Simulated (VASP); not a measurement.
Write the native input for VASP 6.6.1 that does the following.

- Task: single point
- Functional: PBEsol
- Potentials or basis: VASP PAW PBE potentials, release 64 (Ti_sv, O)
- Cutoff: 520 eV
- k mesh: 12 × 12 × 12
- Occupations: gaussian, width 0.15 eV
- Spin: no spin polarisation
- Dipole correction: no
- Further INCAR settings: ALGO = Normal; EDIFF = 1e-07; NBANDS = 36

The structure of TiO lies in POSCAR:

```
TiO
1.0
    4.0335084229      0.0000000000      0.0000000000
    0.0000000000      4.6385346863      0.0000000000
    0.0000000000      0.0000000000      4.0335084229
Ti O
3 3
Direct
    0.5000000000      0.5000000000      0.0000000000
    0.0000000000      0.5000000000      0.5000000000
    0.5000000000      0.0000000000      0.5000000000
    0.0000000000      0.5000000000      0.0000000000
    0.5000000000      0.0000000000      0.0000000000
    0.0000000000      0.0000000000      0.5000000000
```

This cell differs from its parent crystal: strain +0.1500 x Voigt [0, 1, 0, 0, 0, 0].

One way to write it, as run:

INCAR

```
ALGO = Normal ; EDIFF = 1E-7
ENCUT = 520 ; GGA = PS
ISIF = 2 ; ISMEAR = 0
LASPH = True ; LCHARG = False
LREAL = False ; LWAVE = False
NBANDS = 36 ; NELM = 100
PREC = Accurate ; SIGMA = 0.15
```

KPOINTS

```
k-points
0
Gamma
  12 12 12
```

Potentials or basis: VASP PAW PBE potentials, release 64 (Ti_sv, O).

Command:

```bash
$ cat potpaw_PBE.64/Ti_sv/POTCAR potpaw_PBE.64/O/POTCAR > POTCAR
$ mpirun -np 1 vasp_std > vasp.out
```

Results of the run:

```json
{
  "Pressure": "-18.3 GPa",
  "Band gap on the k mesh": "zero (band 27 reaches 7.30 eV, above the bottom of band 28 at 5.58 eV)"
}
```

Caveat: the cell differs from its parent crystal (strain +0.1500 x Voigt [0, 1, 0, 0, 0, 0]); the PAW data sets were made with another functional, which shifts forces and pressure a little; semilocal functionals often make such compounds metallic where correlation or magnetic order opens a gap, which also shifts bond lengths.

Run time: 5.3 min on 1 thread of Intel(R) Xeon(R) 6975P-C (Granite Rapids), on a shared host, peak memory 0.47 GiB.
